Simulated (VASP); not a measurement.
A run of VASP 6.6.1 is set up as follows.

The input INCAR:

```
  PREC = Accurate
  ENCUT = 520
  EDIFF = 1E-6
  ISMEAR = -1
  SIGMA = 0.05
  LREAL = F
  LASPH = T
  NELM = 150
  ALGO = Normal
  ISIF = 2
  LWAVE = F
  LCHARG = F
  ISPIN = 2
  MAGMOM = 0.5
  LORBIT = 11
  GGA = VW
  NBANDS = 15
```

KPOINTS

```
Automatic mesh
0
Gamma
  8 8 8
```

File POSCAR:

```
Sr
1.0
   -2.4350000000      2.4350000000      2.4350000000
    2.4350000000     -2.4350000000      2.4350000000
    2.4350000000      2.4350000000     -2.4350000000
Sr
1
Direct
    0.0000000000      0.0000000000      0.0000000000
```

Potentials or basis: VASP PAW PBE potentials, release 64 (Sr_sv).

The run is started by

```sh
$ cat potpaw_PBE.64/Sr_sv/POTCAR > POTCAR
$ mpirun -np 1 vasp_std > vasp.out
```

Problem. What does it give for the band gap on the k mesh?

Solution. Zero (filled and empty bands overlap).

Problem. Estimate the pressure.

Solution. -1.9 GPa.

Problem. What does it give for the net moment?

Solution. 0.00 μB per cell.

Caveat: the PAW data sets were made with another functional, which shifts forces and pressure a little.
